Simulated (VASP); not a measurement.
**HfO2: relaxation of cell and atoms with LDA**

HfO2:

```xyz
3
Lattice="0.0000 2.5575 2.5575 2.5575 0.0000 2.5575 2.5575 2.5575 0.0000" Properties=species:S:1:pos:R:3 pbc="T T T"
Hf    0.0000    0.0000    0.0000
O     3.8363    3.8363    3.8363
O     1.2788    1.2788    1.2788
```

```yaml
Program: VASP 6.6.1
Task: relaxation of cell and atoms
Functional: LDA
Potentials_or_basis: VASP PAW LDA potentials, release 64 (Hf_pv, O)
Cutoff: 600 eV
k_mesh: 9 × 9 × 9
Occupations: fermi-dirac, width 0.05 eV
Spin: no spin polarisation
Dipole_correction: no
Further_INCAR_settings: ALGO = Normal; EDIFF = 1e-06; IBRION = 2; EDIFFG = -0.01; NSW = 60; ISIF = 3
```

* Relaxed volume: 10.30 Å³/atom
* Relaxed cell: a = 3.522 Å, b = 3.522 Å, c = 3.522 Å, α = 60.00°, β = 60.00°, γ = 60.00°
* Space group after relaxing (to 0.05 Å): Fm-3m (No. 225)
* Energy gained by relaxing: 56.4 meV/atom
* Ionic steps: 4
* Pressure after relaxing: -0.2 GPa
* Band gap on the k mesh: 3.86 eV, indirect (least direct gap 3.99 eV)

Step by step:
| step | energy change (eV) | largest force (eV/Å) | pressure (GPa) | volume (Å³) |
| --- | --- | --- | --- | --- |
| 1 | 0.0000 | 0.0000 | -19.57 | 33.46 |
| 2 | 0.3001 | 0.0000 | 46.73 | 27.29 |
| 3 | -0.1691 | 0.0000 | -0.79 | 30.96 |
| 4 | -0.1693 | 0.0000 | -0.15 | 30.89 |

Final structure:
```
Hf O
1.0
     0.00000    2.49034    2.49034
     2.49034    0.00000    2.49034
     2.49034    2.49034    0.00000
Hf O
1 2
Direct
  0.00000 0.00000 0.00000
  0.75000 0.75000 0.75000
  0.25000 0.25000 0.25000
```

Levels at points of the mesh, in eV from the valence-band top:
| k point | band 8 | band 9 | band 10 | band 11 | band 12 | band 13 | band 14 | band 15 |
| --- | --- | --- | --- | --- | --- | --- | --- | --- |
| (0.00, 0.00, 0.00) | -5.69 | -0.58 | -0.58 | -0.58 | 3.86 | 3.86 | 6.18 | 11.11 |

Wall time 76 s on 1 thread of Intel Xeon 8259CL (shared host), peak memory 0.17 GiB.

Caveat: spin-orbit coupling is left out, which moves the levels of the heavy elements. As with any semilocal functional, this LDA gap is likely too small.
